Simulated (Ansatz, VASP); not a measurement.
# C: VASP beside Ansatz

```xyz
2
Lattice="0.0000 1.8183 1.8183 1.8183 0.0000 1.8183 1.8183 1.8183 0.0000" Properties=species:S:1:pos:R:3 pbc="T T T"
C     2.7275    2.7275    2.7275
C     1.8183    1.8183    1.8183
```

Change from the starting cell: volume scaled by 1.06.

Alike in both runs: task single point; functional LDA; k mesh 13 × 13 × 13; occupations gaussian, width 0.05 eV; no spin polarisation.

|  | VASP | Ansatz |
| --- | --- | --- |
| version | VASP 6.6.1 | Ansatz 0.2.0 |
| potentials or method | VASP PAW LDA potentials, release 64 (C), cutoff 520 eV | all-electron LAPW, scalar-relativistic |

Ansatz gave:

* gap on the k mesh at the Fermi level (eV): 3.98
* least direct gap on the mesh (eV): 5.38
* pressure (GPa): -34.9

Problem. What did VASP give for the same quantities?

Solution. gap on the k mesh at the Fermi level (eV): 3.97; least direct gap on the mesh (eV): 5.38; pressure (GPa): -33.8.

LDA's correlation is that of Perdew and Zunger in VASP and of Perdew and Wang (1992) in Ansatz. Both programs put the cell under strong tension, so it lies far from rest at this level. Ansatz ran all-electron here, and VASP with PAW potentials.

Noted on VASP's run: the cell as given lies far from equilibrium.
